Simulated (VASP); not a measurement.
# Si (P6_3/mmc) in VASP: a series of runs

Si is run at these levels: PBE; tasks: single point, relaxation of cell and atoms.

Program: VASP 6.6.1. These are calculated values, not measurements. Logs are shortened: lines on timing, memory, paths and dates and some standing lists are left out, and cuts for length are marked.

### 1 The cell of the first run

The structure is hexagonal, space group P6_3/mmc (No. 194). Conventional cell: a = 3.851 Å, b = 3.851 Å, c = 6.365 Å, α = 90.00°, β = 90.00°, γ = 120.00°. Within 3.1 Å of Si (site symmetry 3m) lie 4 Si at 2.36 to 2.38 Å.

### 2 Single point, PBE

INCAR reads:

```
SYSTEM = Si
PREC     = Accurate       ! precision mode
ENCUT    = 520            ! plane-wave cutoff, eV
EDIFF    = 1E-6           ! SCF threshold, eV
ISMEAR   = 0              ! smearing method
SIGMA    = 0.01           ! smearing width, eV
LREAL    = .False.        ! projectors in reciprocal space
LASPH    = .True.         ! aspherical terms in the spheres
NELM     = 80             ! most SCF steps
ALGO     = Normal         ! electronic algorithm
ISIF     = 2              ! what is computed and relaxed
LWAVE    = .False.        ! write WAVECAR
LCHARG   = .False.        ! write CHGCAR
GGA      = PE             ! functional
NBANDS   = 16             ! bands
```

KPOINTS reads:

```
regular mesh
0
Gamma
  9 9 6
  0 0 0
```

POSCAR reads:

```
Si
1.0
    3.8513395658      0.0000000000      0.0000000000
   -1.9256697829      3.3353579026      0.0000000000
    0.0000000000      0.0000000000      6.3646947671
Si
4
Direct
    0.3333333333      0.6666666667     -0.0000722470
    0.6666666667      0.3333333333      0.4999277530
    0.3333333333      0.6666666667      0.3740722470
    0.6666666667      0.3333333333      0.8740722470
```

Potentials or basis: VASP PAW PBE potentials, release 64 (Si).

Command:

```
cat potpaw_PBE.64/Si/POTCAR > POTCAR
mpirun -np 1 vasp_std > vasp.out
```

OUTCAR:

```text
SYSTEM = Si
   PREC = Accurate
   ENCUT = 520
   EDIFF = 1E-6
   ISMEAR = 0
   LREAL = .False.
   LASPH = .True.
   NELM = 80
   ISIF = 2
   GGA = PE

 ion  position               nearest neighbor table
   1  0.333  0.667  1.000-   4 2.36   4 2.36   4 2.36   3 2.38
   2  0.667  0.333  0.500-   3 2.36   3 2.36   3 2.36   4 2.38
   3  0.333  0.667  0.374-   2 2.36   2 2.36   2 2.36   1 2.38
   4  0.667  0.333  0.874-   1 2.36   1 2.36   1 2.36   2 2.38

  LATTYP: Found a hexagonal cell.
 ALAT       =     3.8513395658
 C/A-ratio  =     1.6525924703

  Lattice vectors:

 A1 = (   3.8513395658,   0.0000000000,   0.0000000000)
 A2 = (  -1.9256697829,   3.3353579026,   0.0000000000)
 A3 = (   0.0000000000,   0.0000000000,   6.3646947671)

Analysis of symmetry for initial positions (statically):
=====================================================================
 Subroutine PRICEL returns:
 Original cell was already a primitive cell.

 Routine SETGRP: Setting up the symmetry group for a
 hexagonal supercell.

 Subroutine GETGRP returns: Found 24 space group operations
 (whereof  6 operations were pure point group operations)
 out of a pool of 24 trial point group operations.

The static configuration has the point symmetry C_3v.
 The point group associated with its full space group is D_6h.

Analysis of symmetry for dynamics (positions and initial velocities):
=====================================================================
 Subroutine PRICEL returns:
 Original cell was already a primitive cell.

 Routine SETGRP: Setting up the symmetry group for a
 hexagonal supercell.

 Subroutine GETGRP returns: Found 24 space group operations
 (whereof  6 operations were pure point group operations)
 out of a pool of 24 trial point group operations.

The dynamic configuration has the point symmetry C_3v.
 The point group associated with its full space group is D_6h.

 Subroutine INISYM returns: Found 24 space group operations
 (whereof  6 operations are pure point group operations),
 and found     1 'primitive' translations

----------------------------------------------------------------------------------------

                                     Primitive cell

  volume of cell :      81.7583

  direct lattice vectors                    reciprocal lattice vectors
     3.851339566  0.000000000  0.000000000     0.259649917  0.149908950  0.000000000
    -1.925669783  3.335357903  0.000000000     0.000000000  0.299817899  0.000000000
     0.000000000  0.000000000  6.364694767     0.000000000  0.000000000  0.157116725

  length of vectors
     3.851339566  3.851339566  6.364694767     0.299817899  0.299817899  0.157116725

  position of ions in fractional coordinates (direct lattice)
     0.333333333  0.666666667  0.999927753
     0.666666667  0.333333333  0.499927753
     0.333333333  0.666666667  0.374072247
     0.666666667  0.333333333  0.874072247

  ion indices of the primitive-cell ions
   primitive index   ion index
                 1           1
                 2           2
                 3           3
                 4           4

----------------------------------------------------------------------------------------

 KPOINTS: regular mesh

Automatic generation of k-mesh.
 Grid dimensions read from file:
 generate k-points for:    9    9    6

 Generating k-lattice:

  Cartesian coordinates                     Fractional coordinates (reciprocal lattice)
     0.028849991  0.016656550  0.000000000     0.111111111  0.000000000  0.000000000
     0.000000000  0.033313100  0.000000000     0.000000000  0.111111111  0.000000000
     0.000000000  0.000000000  0.026186121     0.000000000  0.000000000  0.166666667

  Length of vectors
     0.033313100  0.033313100  0.026186121

  Shift w.r.t. Gamma in fractional coordinates (k-lattice)
     0.000000000  0.000000000  0.000000000

 Subroutine IBZKPT returns following result:
 ===========================================

 Found     48 irreducible k-points:

 Following reciprocal coordinates:
            Coordinates               Weight
  0.000000  0.000000  0.000000      1.000000
  0.111111  0.000000  0.000000      6.000000
  0.222222  0.000000  0.000000      6.000000
  0.333333  0.000000  0.000000      6.000000
  0.444444  0.000000  0.000000      6.000000
  0.111111  0.111111  0.000000      6.000000
[... 16 lines left out ...]
  0.333333  0.222222  0.166667     24.000000
  0.333333  0.333333  0.166667      4.000000
 [... further k-points ...]
   k-points           NKPTS =     48   k-points in BZ     NKDIM =     48   number of bands    NBANDS=     16
   number of dos      NEDOS =    301   number of ions     NIONS =      4
   total plane-waves  NPLWV =  43200
   dimension x,y,z NGX =    30 NGY =   30 NGZ =   48
   dimension x,y,z NGXF=    60 NGYF=   60 NGZF=   96
   ions per type =               4
   NGX,Y,Z   is equivalent  to a cutoff of  12.95, 12.95, 12.54 a.u.
   NGXF,Y,Z  is equivalent  to a cutoff of  25.90, 25.90, 25.08 a.u.
 SYSTEM =  Si
   PREC   = accura    normal or accurate (medium, high low for compatibility)
   ISTART =      0    job   : 0-new  1-cont  2-samecut
   ICHARG =      2    charge: 1-file 2-atom 10-const
   ISPIN  =      1    spin polarized calculation?
   LNONCOLLINEAR =      F non collinear calculations
   LSORBIT =      F    spin-orbit coupling
   LASPH  =      T    aspherical Exc in radial PAW
   ENCUT  =  520.0 eV  38.22 Ry    6.18 a.u.   7.16  7.16 11.83*2*pi/ulx,y,z
   NELM   =     80;   NELMIN=  2; NELMDL= -5     # of ELM steps
   EDIFF  = 0.1E-05   stopping-criterion for ELM
   LREAL  =      F    real-space projection
   EDIFFG = 0.1E-04   stopping-criterion for IOM
   NSW    =      0    number of steps for IOM
   IBRION =     -1    ionic relax: 0-MD 1-quasi-New 2-CG
   NFREE  =      0    steps in history (QN), initial steepest desc. (CG)
   ISIF   =      2    stress and relaxation
   ISYM   =      2    0-nonsym 1-usesym 2-fastsym
   POTIM  = 0.5000    time-step for ionic-motion
   TEBEG  =    0.0;   TEEND  =   0.0 temperature during run
   PSTRESS=    0.0 pullay stress
   NELECT =      16.0000    total number of electrons
   NUPDOWN=      -1.0000    fix difference up-down
   EMIN   =  10.00;   EMAX   =-10.00  energy-range for DOS
   EFERMI =   0.00;   METHOD = LEGACY
   ISMEAR =     0;   SIGMA  =   0.01  broadening in eV -4-tet -1-fermi 0-gaus
   EFERMI_NEDOS =   21; number of points for ismear=-14 and -15
   IALGO  =     38    algorithm
   IMIX   =      4    mixing-type and parameters
     AMIX     =   0.40;   BMIX     =  1.00
     AMIX_MAG =   1.60;   BMIX_MAG =  1.00
  volume/ion in A,a.u.               =      20.44       137.93
  Fermi-wavevector in a.u.,A,eV,Ry     =   0.950468  1.796124 12.291362  0.903390
  Thomas-Fermi vector in A             =   2.078848
   LORBIT       =      0    0 simple, 1 ext, 2 COOP (PROOUT), +10 PAW based schemes
   GGA     = PE    functional components
   LHFCALC =     F    Hartree Fock is set to
   AEXX    =    0.0000 exact exchange contribution
   IVDW    =     0    specifies the selected vdW correction
   LEPSILON=     F    determine dielectric tensor
   LRPA    =     F    only Hartree local field effects (RPA)
 non-spin polarized calculation
 Gauss-broadening in eV      SIGMA  =   0.01
  energy-cutoff  :      520.00
  volume of cell :       81.76
 maximum number of plane-waves:      2220
 NGX is ok and might be reduce to    30
   NGX = 15   NGY = 15   NGZ = 23

 number of electron      16.0000001 magnetization

 Free energy of the ion-electron system (eV)
  ---------------------------------------------------
  ext. energy  EPLUGINS =         0.00000000
  ---------------------------------------------------
  free energy    TOTEN  =       -21.65349104 eV

  energy without entropy =      -21.65349104  energy(sigma->0) =      -21.65349104

 E-fermi :   5.9455     XC(G=0):  -9.3233

 val. band max:        5.8632101819   @ k =   0.0000   0.0000   0.0000
 cond. band min:       6.3533370781   @ k =   0.4444   0.0000   0.0000
 fundamental gap:      0.4901268962
 Fermi energy:         5.9454922616

 k-point     1 :       0.0000    0.0000    0.0000
  band No.  band energies     occupation
      1      -6.2118      2.00000
      2      -3.9671      2.00000
      3      -1.2629      2.00000
      4       4.3707      2.00000
      5       4.3707      2.00000
      6       5.5287      2.00000
[... 8 lines left out ...]
     15      10.0214      0.00000
     16      11.8070      0.00000

 k-point     2 :       0.1111    0.0000    0.0000
  band No.  band energies     occupation
      1      -6.0701      2.00000
      2      -3.8223      2.00000
      3      -1.1929      2.00000
      4       3.3075      2.00000
      5       4.0934      2.00000
      6       4.8553      2.00000
[... 8 lines left out ...]
     15      10.5505      0.00000
     16      11.0354      0.00000

 k-point     3 :       0.2222    0.0000    0.0000
  band No.  band energies     occupation
      1      -5.6524      2.00000
      2      -3.3937      2.00000
      3      -1.0887      2.00000
      4       1.8093      2.00000
      5       3.1430      2.00000
      6       3.5698      2.00000
[... 8 lines left out ...]
     15      11.7245      0.00000
     16      11.8629      0.00000

 k-point     4 :       0.3333    0.0000    0.0000
  band No.  band energies     occupation
      1      -4.9908      2.00000
      2      -2.7086      2.00000
      3      -1.4316      2.00000
      4       1.0531      2.00000
      5       1.4925      2.00000
      6       3.1293      2.00000
[... 8 lines left out ...]
     15      12.8146      0.00000
     16      12.9592      0.00000
[... 324 lines left out ...]
 k-point    22 :       0.2222    0.2222    0.1667
  band No.  band energies     occupation
      1      -4.5169      2.00000
      2      -2.7164      2.00000
      3      -1.3287      2.00000
      4       0.8246      2.00000
      5       1.6599      2.00000
      6       1.7931      2.00000
[... 8 lines left out ...]
     15      11.3965      0.00000
     16      12.0486      0.00000

 k-point    23 :       0.3333    0.2222    0.1667
  band No.  band energies     occupation
      1      -3.7578      2.00000
      2      -2.5104      2.00000
      3      -1.5585      2.00000
      4      -0.1973      2.00000
      5       1.2280      2.00000
      6       2.1663      2.00000
[... 8 lines left out ...]
     15      12.4014      0.00000
     16      13.1926      0.00000

 k-point    24 :       0.3333    0.3333    0.1667
  band No.  band energies     occupation
      1      -3.0505      2.00000
      2      -3.0505      2.00000
      3      -0.9001      2.00000
      4      -0.9001      2.00000
      5       0.8598      2.00000
      6       2.3906      2.00000
[... 8 lines left out ...]
     15      12.9097      0.00000
     16      13.0343      0.00000

 [... further k-points ...]
[... 5 lines left out ...]
  --------------------------------------------------------------------------------------
  -------------------------------------------------------------------------------------
  Total       -0.0302106     -0.0302106     -0.0328923      0.0000000      0.0000000      0.0000000
  in kB       -0.5920228     -0.5920228     -0.6445744      0.0000000      0.0000000      0.0000000
  external PRESSURE =      -0.6095400 kB  Pullay stress =       0.0000000 kB

 VOLUME and BASIS-vectors are now :
 -----------------------------------------------------------------------------
  energy-cutoff  :      520.00
  volume of cell :       81.76
      direct lattice vectors                 reciprocal lattice vectors
     3.851339566  0.000000000  0.000000000     0.259649917  0.149908950  0.000000000
    -1.925669783  3.335357903  0.000000000     0.000000000  0.299817899  0.000000000
     0.000000000  0.000000000  6.364694767     0.000000000  0.000000000  0.157116725

 POSITION                                       TOTAL-FORCE (eV/Angst)
 -----------------------------------------------------------------------------------
     -0.00000      2.22357      6.36423        -0.000000     -0.000000     -0.000626
      1.92567      1.11179      3.18189         0.000000      0.000000     -0.000626
     -0.00000      2.22357      2.38086        -0.000000     -0.000000      0.000626
      1.92567      1.11179      5.56320         0.000000      0.000000      0.000626
 -----------------------------------------------------------------------------------
    total drift:                               -0.000000      0.000000      0.000000

  FREE ENERGIE OF THE ION-ELECTRON SYSTEM (eV)
  ---------------------------------------------------
  free  energy   TOTEN  =       -21.6534910371 eV

  energy  without entropy=      -21.6534910371  energy(sigma->0) =      -21.65349104
```

Run time: 31 s. Hardware: 1 thread of Intel Xeon Platinum 8488C (Sapphire Rapids), shared host; peak memory 0.2 GiB.

Results:

```
Free energy            : -21.6535 eV
Pressure               : -0.1 GPa
Band gap on the k mesh : 0.49 eV, indirect (least direct gap 0.99 eV)
```

Levels at points of the mesh, in eV from the valence-band top:
| k point | band 6 | band 7 | band 8 | band 9 | band 10 | band 11 |
| --- | --- | --- | --- | --- | --- | --- |
| (0.00, 0.00, 0.00) | -0.33 | 0.00 | 0.00 | 0.99 | 2.02 | 2.02 |
| (0.00, 0.00, 0.50) | -0.91 | -0.91 | -0.91 | 1.77 | 1.77 | 2.99 |

### 3 Relaxation of cell and atoms, PBE

This run uses another cell than the first one, of 19.97 Å³/atom, 0.977 times its volume.

INCAR reads:

```
  PREC = Accurate
  ENCUT = 600
  EDIFF = 1E-7
  ISMEAR = 0
  SIGMA = 0.02
  LREAL = F
  LASPH = T
  NELM = 60
  ALGO = Normal
  ISIF = 3
  LWAVE = F
  LCHARG = F
  GGA = PE
  IBRION = 2
  NSW = 100
  EDIFFG = -0.002
```

KPOINTS reads:

```
regular mesh
0
Gamma
  9 9 6
```

POSCAR reads:

```
Si
1.0
    3.8200000000      0.0000000000      0.0000000000
   -1.9100000000      3.3082170425      0.0000000000
    0.0000000000      0.0000000000      6.3200000000
Si
4
Direct
    0.3333333333      0.6666666667      0.0000000000
    0.6666666667      0.3333333333      0.5000000000
    0.3333333333      0.6666666667      0.3740000000
    0.6666666667      0.3333333333      0.8740000000
```

Potentials or basis: VASP PAW PBE potentials, release 64 (Si).

Command:

```
cat potpaw_PBE.64/Si/POTCAR > POTCAR
mpirun -np 1 vasp_std > vasp.out
```

Wall time 82 s (1 thread of Intel Xeon Platinum 8488C (Sapphire Rapids), shared host); peak memory 0.23 GiB.

Results (log left out):

```yaml
Free_energy: -21.6537 eV
Relaxed_volume: 20.43 Å³/atom
Relaxed_cell: a = 3.851 Å, b = 3.851 Å, c = 6.363 Å, α = 90.00°, β = 90.00°, γ = 120.00°
Space_group_after_relaxing_to_0.05_Å: P6_3/mmc (No. 194)
Energy_gained_by_relaxing: 3.0 meV/atom
Ionic_steps: 7
Pressure_after_relaxing: 0.0 GPa
Band_gap_on_the_k_mesh: 0.49 eV, indirect (least direct gap 0.99 eV)
```

Step by step:
| step | energy change (eV) | largest force (eV/Å) | pressure (GPa) | volume (Å³) |
| --- | --- | --- | --- | --- |
| 1 | 0.0000 | 0.0093 | 2.13 | 79.87 |
| 2 | -0.0066 | 0.0287 | -1.32 | 82.97 |
| 3 | -0.0119 | 0.0141 | 0.01 | 81.70 |
| 4 | -0.0119 | 0.0145 | -0.03 | 81.74 |
| 5 | -0.0119 | 0.0009 | 0.02 | 81.69 |
| 6 | -0.0119 | 0.0005 | 0.02 | 81.69 |
| 7 | -0.0119 | 0.0000 | 0.00 | 81.71 |

Final structure:
```xyz
4
Lattice="3.8505 0.0000 0.0000 -1.9253 3.3347 0.0000 0.0000 0.0000 6.3632" Properties=species:S:1:pos:R:3 pbc="T T T"
Si    0.0000    2.2231    6.3627
Si    1.9253    1.1116    3.1811
Si    0.0000    2.2231    2.3803
Si    1.9253    1.1116    5.5619
```

Levels at points of the mesh, in eV from the valence-band top:
```tsv
k point	band 6	band 7	band 8	band 9	band 10	band 11
(0.00, 0.00, 0.00)	-0.33	0.00	0.00	0.99	2.02	2.02
(0.00, 0.00, 0.50)	-0.91	-0.91	-0.91	1.77	1.77	2.99
```
